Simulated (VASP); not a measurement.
# Al16Si in VASP: further runs

Runs on Al16Si. Level: LDA. Tasks: single point.

All numbers are computed with VASP 6.6.1; they aren't measurements. Logs are shortened: lines on timing, memory, paths and dates and some standing lists are left out, and cuts for length are marked.

### 1 The cell of the first run

The cell holds a slab with vacuum, 17 atoms: a = 5.728 Å, b = 5.728 Å, c = 19.015 Å, α = 90.00°, β = 90.00°, γ = 60.00°.

### 2 Single point, LDA

Contents of INCAR:

```
ALGO = Normal
EDIFF = 1E-6
ENCUT = 520
ISIF = 2
ISMEAR = 0
LASPH = True
LCHARG = False
LREAL = Auto
LWAVE = False
NBANDS = 40
NELM = 60
PREC = Accurate
SIGMA = 0.05
```

Contents of KPOINTS:

```
k-points
0
Gamma
  4 4 1
```

Contents of POSCAR:

```
Al16Si
1.0
    5.7275650000      0.0000000000      0.0000000000
    2.8637820000      4.9602170000      0.0000000000
    0.0000000000      0.0000000000     19.0148060000
Al Si
16 1
Direct
    0.0000000000      0.0000000000      0.0525905970
    0.5000000873      0.0000000000      0.0525905970
   -0.0000000504      0.5000001008      0.0525905970
    0.5000000369      0.5000001008      0.0525905970
    0.1637605476      0.1708935315      0.1709113940
    0.6656587432      0.1708751855      0.1709072919
    0.1670390319      0.6661994828      0.1719974424
    0.6676543136      0.6649156680      0.1711948573
   -0.1705970917      0.3415441300      0.2876281777
    0.3329144705      0.3346406014      0.2853409075
   -0.1746718277      0.8406307627      0.2890360806
    0.3343825797      0.8406237066      0.2890586420
   -0.0121176337      0.0245457003      0.4089153473
    0.5131880554     -0.0259555177      0.4114857654
    0.0318902775      0.4948422619      0.4029049258
    0.4735770918      0.4946352145      0.4029590415
    0.7250381222      0.5502426608      0.4948539575
```

Potentials or basis: VASP PAW LDA potentials, release 64 (Al, Si).

Started as:

```bash
> cat potpaw_LDA.64/Al/POTCAR potpaw_LDA.64/Si/POTCAR > POTCAR
> mpirun -np 1 vasp_std > vasp.out
```

OUTCAR:

```text
EDIFF = 1E-6
   ENCUT = 520
   ISIF = 2
   ISMEAR = 0
   LASPH = True
   LREAL = Auto
   NELM = 60
   PREC = Accurate

 ion  position               nearest neighbor table
   1  0.000  0.000  0.053-   6 2.80   5 2.80   7 2.81   2 2.86   3 2.86   4 2.86   4 2.86   3 2.86
                             2 2.86
   2  0.500  0.000  0.053-   5 2.80   6 2.80   8 2.80   1 2.86   3 2.86   4 2.86   4 2.86   1 2.86
                             3 2.86
   3  1.000  0.500  0.053-   5 2.78   8 2.79   7 2.81   4 2.86   2 2.86   1 2.86   1 2.86   4 2.86
                             2 2.86
   4  0.500  0.500  0.053-   6 2.78   8 2.79   7 2.81   3 2.86   2 2.86   1 2.86   1 2.86   2 2.86
                             3 2.86
   5  0.164  0.171  0.171-  10 2.73   9 2.77   3 2.78  12 2.78   1 2.80   2 2.80   8 2.84   7 2.85
                             6 2.85   6 2.87   7 2.88   8 2.89
   6  0.666  0.171  0.171-  10 2.73   9 2.77   4 2.78  11 2.78   1 2.80   2 2.80   8 2.84   7 2.85
                             5 2.85   5 2.87   7 2.88   8 2.89
   7  0.167  0.666  0.172-  10 2.71  11 2.80  12 2.80   4 2.81   3 2.81   1 2.81   5 2.85   6 2.85
                             8 2.86   8 2.86   6 2.88   5 2.88
   8  0.668  0.665  0.171-   9 2.73  11 2.79  12 2.79   3 2.79   4 2.79   2 2.80   6 2.84   5 2.84
                             7 2.86   7 2.86   5 2.89   6 2.89
   9  0.829  0.342  0.288-   8 2.73   5 2.77   6 2.77  13 2.79  15 2.82  16 2.82  11 2.85  12 2.85
                            10 2.86  10 2.86  12 2.88  11 2.88
  10  0.333  0.335  0.285-  16 2.69  15 2.69   7 2.71   6 2.73   5 2.73  11 2.83  12 2.83   9 2.86
                             9 2.86  12 2.90  11 2.90  14 2.99
  11  0.825  0.841  0.289-  15 2.77   6 2.78   8 2.79   7 2.80  14 2.80  12 2.81  10 2.83   9 2.85
                            13 2.86   9 2.88  10 2.90  12 2.92
  12  0.334  0.841  0.289-  16 2.77   5 2.78   8 2.79   7 2.80  14 2.80  11 2.81  10 2.83   9 2.85
                            13 2.86   9 2.88  10 2.90  11 2.92
  13  0.988  0.025  0.409-   9 2.79  16 2.83  15 2.83  12 2.86  11 2.86  14 2.87  14 2.88  15 2.92
                            16 2.92  17 3.08
  14  0.513  0.974  0.411-  17 2.63  12 2.80  11 2.80  15 2.87  16 2.87  13 2.87  13 2.88  16 2.88
                            15 2.88  10 2.99
  15  0.032  0.495  0.403-  17 2.39  16 2.53  10 2.69  11 2.77   9 2.82  13 2.83  14 2.87  14 2.88
                            13 2.92  16 3.20
  16  0.474  0.495  0.403-  17 2.38  15 2.53  10 2.69  12 2.77   9 2.82  13 2.83  14 2.87  14 2.88
                            13 2.92  15 3.20
  17  0.725  0.550  0.495-  16 2.38  15 2.39  14 2.63  13 3.08

  LATTYP: Found a hexagonal cell.
 ALAT       =     5.7275649303
 C/A-ratio  =     3.3198761134

  Lattice vectors:

 A1 = (  -2.8637820000,  -4.9602170000,   0.0000000000)
 A2 = (   5.7275650000,   0.0000000000,   0.0000000000)
 A3 = (   0.0000000000,   0.0000000000,  19.0148060000)

Analysis of symmetry for initial positions (statically):
=====================================================================
 Subroutine PRICEL returns:
 Original cell was already a primitive cell.

 Routine SETGRP: Setting up the symmetry group for a
 hexagonal supercell.

 Subroutine GETGRP returns: Found  1 space group operations
 (whereof  1 operations were pure point group operations)
 out of a pool of 24 trial point group operations.

The static configuration has the point symmetry C_1 .

Analysis of symmetry for dynamics (positions and initial velocities):
=====================================================================
 Subroutine PRICEL returns:
 Original cell was already a primitive cell.

 Routine SETGRP: Setting up the symmetry group for a
 hexagonal supercell.

 Subroutine GETGRP returns: Found  1 space group operations
 (whereof  1 operations were pure point group operations)
 out of a pool of 24 trial point group operations.

The dynamic configuration has the point symmetry C_1 .

 Subroutine INISYM returns: Found  1 space group operations
 (whereof  1 operations are pure point group operations),
 and found     1 'primitive' translations

----------------------------------------------------------------------------------------

                                     Primitive cell

  volume of cell :     540.2100

  direct lattice vectors                    reciprocal lattice vectors
     5.727565000  0.000000000  0.000000000     0.174594265 -0.100802024  0.000000000
     2.863782000  4.960217000  0.000000000     0.000000000  0.201604083  0.000000000
     0.000000000  0.000000000 19.014806000     0.000000000  0.000000000  0.052590597
[... 54 lines left out ...]
     0.043648566 -0.025200506  0.000000000     0.250000000  0.000000000  0.000000000
     0.000000000  0.050401021  0.000000000     0.000000000  0.250000000  0.000000000
     0.000000000  0.000000000  0.052590597     0.000000000  0.000000000  1.000000000

  Length of vectors
     0.050401020  0.050401021  0.052590597

  Shift w.r.t. Gamma in fractional coordinates (k-lattice)
     0.000000000  0.000000000  0.000000000

 Subroutine IBZKPT returns following result:
 ===========================================

 Found     10 irreducible k-points:

 Following reciprocal coordinates:
            Coordinates               Weight
  0.000000  0.000000  0.000000      1.000000
  0.250000 -0.000000  0.000000      2.000000
  0.250000  0.250000  0.000000      2.000000
  0.000000  0.250000  0.000000      2.000000
  0.500000 -0.000000  0.000000      1.000000
  0.500000  0.500000  0.000000      1.000000
  0.000000  0.500000  0.000000      1.000000
  0.500000  0.250000  0.000000      2.000000
  0.250000  0.500000  0.000000      2.000000
 -0.250000  0.250000  0.000000      2.000000
   k-points           NKPTS =     10   k-points in BZ     NKDIM =     10   number of bands    NBANDS=     40
   number of dos      NEDOS =    301   number of ions     NIONS =     17
   total plane-waves  NPLWV = 331776
   dimension x,y,z NGX =    48 NGY =   48 NGZ =  144
   dimension x,y,z NGXF=    96 NGYF=   96 NGZF=  288
   ions per type =              16   1
   NGX,Y,Z   is equivalent  to a cutoff of  13.93, 13.93, 12.59 a.u.
   NGXF,Y,Z  is equivalent  to a cutoff of  27.86, 27.86, 25.18 a.u.
 SYSTEM =  unknown system
   PREC   = accura    normal or accurate (medium, high low for compatibility)
   ISTART =      0    job   : 0-new  1-cont  2-samecut
   ICHARG =      2    charge: 1-file 2-atom 10-const
   ISPIN  =      1    spin polarized calculation?
   LNONCOLLINEAR =      F non collinear calculations
   LSORBIT =      F    spin-orbit coupling
   LASPH  =      T    aspherical Exc in radial PAW
   ENCUT  =  520.0 eV  38.22 Ry    6.18 a.u.  10.65 10.65 35.35*2*pi/ulx,y,z
   NELM   =     60;   NELMIN=  2; NELMDL= -5     # of ELM steps
   EDIFF  = 0.1E-05   stopping-criterion for ELM
   LREAL  =      T    real-space projection
   EDIFFG = 0.1E-04   stopping-criterion for IOM
   NSW    =      0    number of steps for IOM
   IBRION =     -1    ionic relax: 0-MD 1-quasi-New 2-CG
   NFREE  =      0    steps in history (QN), initial steepest desc. (CG)
   ISIF   =      2    stress and relaxation
   ISYM   =      2    0-nonsym 1-usesym 2-fastsym
   POTIM  = 0.5000    time-step for ionic-motion
   TEBEG  =    0.0;   TEEND  =   0.0 temperature during run
   PSTRESS=    0.0 pullay stress
   NELECT =      52.0000    total number of electrons
   NUPDOWN=      -1.0000    fix difference up-down
   EMIN   =  10.00;   EMAX   =-10.00  energy-range for DOS
   EFERMI =   0.00;   METHOD = LEGACY
   ISMEAR =     0;   SIGMA  =   0.05  broadening in eV -4-tet -1-fermi 0-gaus
   EFERMI_NEDOS =   21; number of points for ismear=-14 and -15
   IALGO  =     38    algorithm
   IMIX   =      4    mixing-type and parameters
     AMIX     =   0.40;   BMIX     =  1.00
     AMIX_MAG =   1.60;   BMIX_MAG =  1.00
  volume/ion in A,a.u.               =      31.78       214.44
  Fermi-wavevector in a.u.,A,eV,Ry     =   0.750277  1.417818  7.658935  0.562916
  Thomas-Fermi vector in A             =   1.846991
   LORBIT       =      0    0 simple, 1 ext, 2 COOP (PROOUT), +10 PAW based schemes
   GGA     = CA    functional components
   LHFCALC =     F    Hartree Fock is set to
   AEXX    =    0.0000 exact exchange contribution
   IVDW    =     0    specifies the selected vdW correction
   LEPSILON=     F    determine dielectric tensor
   LRPA    =     F    only Hartree local field effects (RPA)
 non-spin polarized calculation
 Gauss-broadening in eV      SIGMA  =   0.05
  energy-cutoff  :      520.00
  volume of cell :      540.21
 maximum number of plane-waves:     14627
 NGX is ok and might be reduce to    48
   NGX = 21   NGY = 21   NGZ = 71

 number of electron      52.0000000 magnetization

 Free energy of the ion-electron system (eV)
  ---------------------------------------------------
  ext. energy  EPLUGINS =         0.00000000
  ---------------------------------------------------
  free energy    TOTEN  =       -68.68231450 eV

  energy without entropy =      -68.67560172  energy(sigma->0) =      -68.67895811

 E-fermi :   1.9904     XC(G=0):  -6.3005

 val. band max:        1.9770069478   @ k =   0.5000  -0.0000   0.0000
 cond. band min:       2.0584178153   @ k =   0.5000   0.2500   0.0000
 fundamental gap:      0.0814108674
 Fermi energy:         1.9904135788

 k-point     1 :       0.0000    0.0000    0.0000
  band No.  band energies     occupation
      1      -9.0866      2.00000
      2      -8.1049      2.00000
      3      -6.7322      2.00000
      4      -5.0529      2.00000
      5      -3.3485      2.00000
      6      -3.2768      2.00000
[... 399 lines left out ...]
     37       4.7728      0.00000
     38       4.8559      0.00000
 [bands above 38 left out]

------------------------ aborting loop because EDIFF is reached ----------------------------------------

  FORCE on cell =-STRESS in cart. coord.  units (eV):
  Direction    XX          YY          ZZ          XY          YZ          ZX
  --------------------------------------------------------------------------------------
  -------------------------------------------------------------------------------------
  Total       -0.7624219     -6.3107583      0.1103322     -0.0000955      0.0160387     -0.0046760
  in kB       -2.2612227    -18.7167107      0.3272277     -0.0002832      0.0475683     -0.0138682
  external PRESSURE =      -6.8835686 kB  Pullay stress =       0.0000000 kB

 VOLUME and BASIS-vectors are now :
 -----------------------------------------------------------------------------
  energy-cutoff  :      520.00
  volume of cell :      540.21
      direct lattice vectors                 reciprocal lattice vectors
     5.727565000  0.000000000  0.000000000     0.174594265 -0.100802024  0.000000000
     2.863782000  4.960217000  0.000000000     0.000000000  0.201604083  0.000000000
     0.000000000  0.000000000 19.014806000     0.000000000  0.000000000  0.052590597

 POSITION                                       TOTAL-FORCE (eV/Angst)
 -----------------------------------------------------------------------------------
      0.00000      0.00000      1.00000         0.000437      0.047332      0.049946
      2.86378      0.00000      1.00000         0.000724     -0.182211      0.066264
      7.15946      2.48011      1.00000        -0.183648      0.065989     -0.061417
      4.29567      2.48011      1.00000         0.184313      0.065483     -0.061678
      1.42735      0.84767      3.24985        -0.000440     -0.000877     -0.000632
      4.30195      0.84758      3.24977        -0.000565     -0.001083     -0.000987
[... 9 lines left out ...]
      4.12897      2.45350      7.66219         0.000280      0.001279     -0.001473
      5.72848      2.72932      9.40955         0.001016      0.000126      0.010143
 -----------------------------------------------------------------------------------
    total drift:                                0.001242      0.001404      0.019727

  FREE ENERGIE OF THE ION-ELECTRON SYSTEM (eV)
  ---------------------------------------------------
  free  energy   TOTEN  =       -68.6823144962 eV

  energy  without entropy=      -68.6756017162  energy(sigma->0) =      -68.67895811
```

Run time: 6.6 min. Hardware: 1 thread of Intel Xeon Platinum 8259CL at 2.50GHz (Skylake/Cascade Lake), shared host; peak memory 0.55 GiB.

What came out:

* Free energy: -68.6823 eV
* Largest force: 0.205 eV/Å
* Band gap on the k mesh: zero (band 26 reaches 2.11 eV, above the bottom of band 27 at 1.57 eV)

Forces on the atoms (eV/Å):
```
Al   0.000  0.047  0.050
Al   0.001 -0.182  0.066
Al  -0.184  0.066 -0.061
Al   0.184  0.065 -0.062
Al   0.000 -0.001 -0.001
Al  -0.001 -0.001 -0.001
Al  -0.001  0.001  0.001
Al   0.000  0.004  0.000
Al   0.000 -0.003  0.001
Al  -0.001 -0.002 -0.001
Al   0.002  0.001 -0.001
Al  -0.002  0.001 -0.002
Al   0.001 -0.002  0.001
Al  -0.001  0.004  0.002
Al   0.001  0.000  0.000
Al   0.000  0.001 -0.001
Si   0.001  0.000  0.010
```

### 3 Single point, LDA

Contents of INCAR:

```
ALGO     = Normal         # electronic algorithm
EDIFF    = 1E-6           # SCF threshold, eV
ENCUT    = 520            # plane-wave cutoff, eV
GGA      = CA             # functional
ISIF     = 2              # what is computed and relaxed
ISMEAR   = 0              # smearing method
LASPH    = T              # aspherical terms in the spheres
LCHARG   = T              # write CHGCAR
LELF     = T              # ELF
LREAL    = Auto         
LVHAR    = T            
LWAVE    = F              # write WAVECAR
NBANDS   = 40             # bands
NELM     = 100            # most SCF steps
PREC     = Accurate       # precision mode
SIGMA    = 0.05           # smearing width, eV
```

KPOINTS is that of step 2.

Contents of POSCAR:

```
Al16Si
1.0
    5.7275650000      0.0000000000      0.0000000000
    2.8637820000      4.9602170000      0.0000000000
    0.0000000000      0.0000000000     19.0148060000
Al Si
16 1
Direct
    0.0000000000      0.0000000000      0.0525905970
    0.5000000873      0.0000000000      0.0525905970
   -0.0000000504      0.5000001008      0.0525905970
    0.5000000369      0.5000001008      0.0525905970
    0.1670723567      0.1682126004      0.1714137920
    0.6655735868      0.1680648246      0.1714128453
    0.1687441439      0.6631014329      0.1719277073
    0.6674889800      0.6657313581      0.1709989573
   -0.1694236060      0.3393724508      0.2875138458
    0.3357612710      0.3295549368      0.2860284244
   -0.1710583924      0.8336256257      0.2880381215
    0.3380044185      0.8337016304      0.2880307588
   -0.0036908682      0.0077323230      0.4058715088
    0.5045200729     -0.0086115184      0.4091535827
    0.0292621279      0.4868234595      0.4043871917
    0.4843077098      0.4871345346      0.4044231111
    0.6960287108      0.6088792083      0.4956507050
```

Potentials or basis: VASP PAW LDA potentials, release 64 (Al, Si).

Started as:

```bash
> cat potpaw_LDA.64/Al/POTCAR potpaw_LDA.64/Si/POTCAR > POTCAR
> mpirun -np 1 vasp_std > vasp.out
```

Wall time 6.7 min (1 thread of Intel Xeon Platinum 8259CL at 2.50GHz (Skylake/Cascade Lake), shared host); peak memory 0.55 GiB.

The run converged. Its results:

| Quantity | Value |
| --- | --- |
| Free energy | -68.7124 eV |
| Largest force | 0.226 eV/Å |
| Band gap on the k mesh | zero (band 26 reaches 2.09 eV, above the bottom of band 27 at 1.55 eV) |

Forces in eV/Å, atoms in the order of the input:
```
Al   0.002  0.007  0.035
Al   0.002 -0.225  0.027
Al  -0.200  0.094 -0.030
Al   0.203  0.093 -0.028
Al   0.000 -0.007  0.003
Al  -0.003 -0.004  0.000
Al   0.001 -0.003  0.001
Al  -0.003  0.005 -0.001
Al   0.003 -0.009 -0.001
Al  -0.004 -0.008  0.004
Al   0.002 -0.008 -0.007
Al  -0.003 -0.006 -0.007
Al   0.000 -0.026 -0.019
Al   0.001  0.035 -0.016
Al  -0.006 -0.014  0.009
Al   0.008 -0.016  0.012
Si  -0.002  0.091  0.018
```

Levels at points of the mesh, in eV from the Fermi level:
```
           k point  band 23  band 24  band 25  band 26  band 27  band 28
(0.00, 0.00, 0.00)    -2.34    -1.99    -1.02    -0.98    -0.35    -0.02
(0.50, 0.00, 0.00)    -0.80    -0.47    -0.23     0.04     0.14     0.39
(0.50, 0.50, 0.00)    -0.80    -0.47    -0.23     0.04     0.14     0.39
(0.00, 0.50, 0.00)    -0.84    -0.43    -0.32     0.12     0.15     0.47
```

### 4 Single point, LDA

Contents of INCAR:

```
ALGO     = Normal         # electronic algorithm
EDIFF    = 1E-7           # SCF threshold, eV
ENCUT    = 520            # plane-wave cutoff, eV
GGA      = CA             # functional
ISIF     = 2              # what is computed and relaxed
ISMEAR   = 0              # smearing method
LASPH    = True           # aspherical terms in the spheres
LCHARG   = False          # write CHGCAR
LREAL    = Auto         
LWAVE    = False          # write WAVECAR
NBANDS   = 40             # bands
NELM     = 80             # most SCF steps
PREC     = Accurate       # precision mode
SIGMA    = 0.05           # smearing width, eV
```

KPOINTS is that of step 3.

Contents of POSCAR:

```
Al16Si
1.0
    5.7275650000      0.0000000000      0.0000000000
    2.8637820000      4.9602170000      0.0000000000
    0.0000000000      0.0000000000     19.0148060000
Al Si
16 1
Direct
    0.0000000000      0.0000000000      0.0525905970
    0.5000000873      0.0000000000      0.0525905970
   -0.0000000504      0.5000001008      0.0525905970
    0.5000000369      0.5000001008      0.0525905970
    0.1604631699      0.1738633612      0.1712703248
    0.6668522279      0.1736750630      0.1712927810
    0.1650275139      0.6708039185      0.1728708145
    0.6671460264      0.6669571109      0.1717063009
   -0.1704751719      0.3425989226      0.2892616417
    0.3320033827      0.3378029631      0.2873779517
   -0.1746237643      0.8463601492      0.2882433826
    0.3299070758      0.8464561127      0.2882806693
    0.0007143894      0.0003356708      0.4091240794
    0.5003042033      0.0008904852      0.4082106333
    0.0119521916      0.5243782681      0.4053196230
    0.4652891387      0.5241311015      0.4052854391
    0.8126676080      0.3767407757      0.4939113236
```

Started as:

```bash
> cat potpaw_LDA.64/Al/POTCAR potpaw_LDA.64/Si/POTCAR > POTCAR
> mpirun -np 1 vasp_std > vasp.out
```

Wall time 6.6 min (1 thread of Intel Xeon 6975P-C (Granite Rapids), shared host); peak memory 0.54 GiB.

The run converged. Its results:

```
Free energy            : -68.8423 eV
Largest force          : 0.116 eV/Å
Band gap on the k mesh : zero (band 26 reaches 2.12 eV, above the bottom of band 27 at 1.47 eV)
```

Forces on the atoms (eV/Å):
```
Al   0.003  0.026 -0.001
Al   0.002 -0.010  0.050
Al  -0.059  0.020 -0.038
Al   0.062  0.021 -0.034
Al   0.003  0.000  0.005
Al  -0.004  0.005  0.001
Al   0.004  0.005  0.001
Al  -0.004  0.012 -0.001
Al   0.000  0.001  0.013
Al  -0.004 -0.001 -0.001
Al   0.000 -0.005  0.000
Al  -0.004 -0.004 -0.007
Al  -0.003 -0.043 -0.017
Al   0.003  0.059 -0.023
Al  -0.024  0.016  0.013
Al   0.034  0.013  0.024
Si  -0.009 -0.114  0.018
```

Levels at points of the mesh, in eV from the Fermi level:
```
           k point  band 23  band 24  band 25  band 26  band 27  band 28
(0.00, 0.00, 0.00)    -2.36    -2.06    -0.89    -0.81    -0.51    -0.04
(0.50, 0.00, 0.00)    -0.81    -0.44    -0.26     0.08     0.25     0.39
(0.50, 0.50, 0.00)    -0.81    -0.44    -0.27     0.08     0.25     0.39
(0.00, 0.50, 0.00)    -0.84    -0.48    -0.26     0.14     0.22     0.35
```
